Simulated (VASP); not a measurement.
# Ba3Be (Pm-3m) in VASP: a series of runs, part 2 of 2

VASP 6.6.1.

**3. Relaxation of cell and atoms, PBE**

This run uses another cell than the first one, of 43.51 Å³/atom, 1.019 times its volume.

Input file INCAR:

```
SYSTEM = Ba3Be
PREC = Accurate
ENCUT = 600
EDIFF = 1E-6
ISMEAR = 0
SIGMA = 0.1
LREAL = .FALSE.
LASPH = .TRUE.
NELM = 60
ALGO = Fast
ISIF = 3
LWAVE = .FALSE.
LCHARG = .FALSE.
GGA = PE
IBRION = 2
NSW = 100
EDIFFG = -0.01
```

Input file KPOINTS:

```
regular mesh
0
G
  8 8 8
  0 0 0
```

Input file POSCAR:

```
Ba3Be
1.0
    5.5831369584      0.0000000000      0.0000000000
    0.0000000000      5.5831369584      0.0000000000
    0.0000000000      0.0000000000      5.5831369584
Ba Be
3 1
Direct
    0.0000000000      0.5000000000      0.5000000000
    0.5000000000      0.0000000000      0.5000000000
    0.5000000000      0.5000000000      0.0000000000
    0.0000000000      0.0000000000      0.0000000000
```

Potentials or basis: VASP PAW PBE potentials, release 64 (Ba_sv, Be).

Launch:

```bash
$ cat potpaw_PBE.64/Ba_sv/POTCAR potpaw_PBE.64/Be/POTCAR > POTCAR
$ mpirun -np 1 vasp_std > vasp.out
```

OUTCAR:

```text
SYSTEM = Ba3Be
   PREC = Accurate
   ENCUT = 600
   EDIFF = 1E-6
   ISMEAR = 0
   LREAL = .FALSE.
   LASPH = .TRUE.
   NELM = 60
   ISIF = 3
   GGA = PE
   IBRION = 2
   NSW = 100
   EDIFFG = -0.01

 ion  position               nearest neighbor table
   1  0.000  0.500  0.500-   2 3.95   3 3.95   3 3.95   2 3.95   2 3.95   3 3.95   3 3.95   2 3.95

   2  0.500  0.000  0.500-   1 3.95   3 3.95   3 3.95   1 3.95   3 3.95   3 3.95   1 3.95   1 3.95

   3  0.500  0.500  0.000-   1 3.95   2 3.95   1 3.95   2 3.95   2 3.95   2 3.95   1 3.95   1 3.95

   4  0.000  0.000  0.000-

  LATTYP: Found a simple cubic cell.
 ALAT       =     5.5831369584

  Lattice vectors:

 A1 = (   5.5831369584,   0.0000000000,   0.0000000000)
 A2 = (   0.0000000000,   5.5831369584,   0.0000000000)
 A3 = (   0.0000000000,   0.0000000000,   5.5831369584)

Analysis of symmetry for initial positions (statically):
=====================================================================
 Subroutine PRICEL returns:
 Original cell was already a primitive cell.
[... 219 lines left out ...]
  ext. energy  EPLUGINS =         0.00000000
  ---------------------------------------------------
  free energy    TOTEN  =        -7.35816274 eV

  energy without entropy =       -7.31898054  energy(sigma->0) =       -7.33857164

 E-fermi :   2.1802     XC(G=0):  -8.0607

 val. band max:        2.1618077995   @ k =   0.3750   0.1250   0.0000
 cond. band min:       2.1938334348   @ k =   0.1250   0.0000   0.0000
 fundamental gap:      0.0320256353
 Fermi energy:         2.1801581649

 k-point     1 :       0.0000    0.0000    0.0000
  band No.  band energies     occupation
      1     -26.5438      2.00000
      2     -26.3623      2.00000
      3     -26.3623      2.00000
      4     -12.1438      2.00000
      5     -12.1438      2.00000
      6     -12.1438      2.00000
[... 541 lines left out ...]
     19       3.0041      0.00000
     20       3.3518      0.00000

 [... further k-points ...]
[... 5 lines left out ...]
  --------------------------------------------------------------------------------------
  -------------------------------------------------------------------------------------
  Total       -0.0202607     -0.0202607     -0.0202607     -0.0000000     -0.0000000      0.0000000
  in kB       -0.1868327     -0.1868327     -0.1868327     -0.0000000     -0.0000000      0.0000000
  external PRESSURE =      -0.1868327 kB  Pullay stress =       0.0000000 kB

 VOLUME and BASIS-vectors are now :
 -----------------------------------------------------------------------------
  energy-cutoff  :      600.00
  volume of cell :      173.74
      direct lattice vectors                 reciprocal lattice vectors
     5.580036782 -0.000000000  0.000000000     0.179210288  0.000000000  0.000000000
    -0.000000000  5.580036782 -0.000000000     0.000000000  0.179210288  0.000000000
    -0.000000000 -0.000000000  5.580036782    -0.000000000  0.000000000  0.179210288

 POSITION                                       TOTAL-FORCE (eV/Angst)
 -----------------------------------------------------------------------------------
     -0.00000      2.79002      2.79002         0.000000     -0.000000      0.000000
      2.79002     -0.00000      2.79002        -0.000000     -0.000000      0.000000
      2.79002      2.79002     -0.00000        -0.000000      0.000000      0.000000
      0.00000      0.00000      0.00000        -0.000000      0.000000      0.000000
 -----------------------------------------------------------------------------------
    total drift:                                0.000000     -0.000000     -0.000000

  FREE ENERGIE OF THE ION-ELECTRON SYSTEM (eV)
  ---------------------------------------------------
  free  energy   TOTEN  =        -7.3581627422 eV

  energy  without entropy=       -7.3189805360  energy(sigma->0) =       -7.33857164

 reached required accuracy - stopping structural energy minimisation
```

OSZICAR:

```text
N       E                     dE             d eps       ncg     rms          rms(c)
DAV:   1     0.264270922796E+03    0.26427E+03   -0.14363E+04  1400   0.149E+03
DAV:   2     0.116985274832E+02   -0.25257E+03   -0.24868E+03  1988   0.268E+02
DAV:   3    -0.633750619640E+01   -0.18036E+02   -0.17543E+02  1832   0.819E+01
[... 18 lines left out ...]
RMM:   4    -0.735815652990E+01   -0.12104E-04   -0.79897E-05  1758   0.397E-02    0.733E-03
RMM:   5    -0.735815907255E+01   -0.25427E-05   -0.84847E-06  1312   0.131E-02    0.528E-03
RMM:   6    -0.735816391261E+01   -0.48401E-05   -0.42035E-06  1131   0.959E-03    0.201E-03
RMM:   7    -0.735816269403E+01    0.12186E-05   -0.18377E-06   861   0.750E-03    0.110E-03
RMM:   8    -0.735816274219E+01   -0.48161E-07   -0.35864E-07   636   0.325E-03
   2 F= -.73581627E+01 E0= -.73385716E+01  d E =-.535560E-04
```

CONTCAR:

```text
Ba3Be
   1.00000000000000
     5.5800367818819829   -0.0000000000000000    0.0000000000000000
    -0.0000000000000000    5.5800367818819829   -0.0000000000000000
    -0.0000000000000000   -0.0000000000000000    5.5800367818819829
  Ba              Be
     3     1
Direct
     0.0000000000000000    0.5000000000000000    0.5000000000000000
     0.5000000000000000    0.0000000000000000    0.5000000000000000
     0.5000000000000000    0.5000000000000000    0.0000000000000000
     0.0000000000000000    0.0000000000000000    0.0000000000000000

  0.00000000E+00  0.00000000E+00  0.00000000E+00
  0.00000000E+00  0.00000000E+00  0.00000000E+00
  0.00000000E+00  0.00000000E+00  0.00000000E+00
  0.00000000E+00  0.00000000E+00  0.00000000E+00
```

It took 6.8 min on 1 thread of AMD EPYC 7R13, shared host; peak memory 0.39 GiB.

What came out:

```
Free energy                            : -7.3582 eV
Relaxed volume                         : 43.44 Å³/atom
Relaxed cell                           : a = 5.580 Å, b = 5.580 Å, c = 5.580 Å, α = 90.00°, β = 90.00°, γ = 90.00°
Space group after relaxing (to 0.05 Å) : Pm-3m (No. 221)
Energy gained by relaxing              : 0.0 meV/atom
Ionic steps                            : 2
Pressure after relaxing                : 0.0 GPa
Band gap on the k mesh                 : zero (band 16 reaches 2.31 eV, above the bottom of band 17 at 2.07 eV)
```

Final structure:
```xyz
4
Lattice="5.5800 0.0000 0.0000 0.0000 5.5800 0.0000 0.0000 0.0000 5.5800" Properties=species:S:1:pos:R:3 pbc="T T T"
Ba    0.0000    2.7900    2.7900
Ba    2.7900    0.0000    2.7900
Ba    2.7900    2.7900    0.0000
Be    0.0000    0.0000    0.0000
```

Caveat: spin-orbit coupling is left out, which moves the levels of the heavy elements.
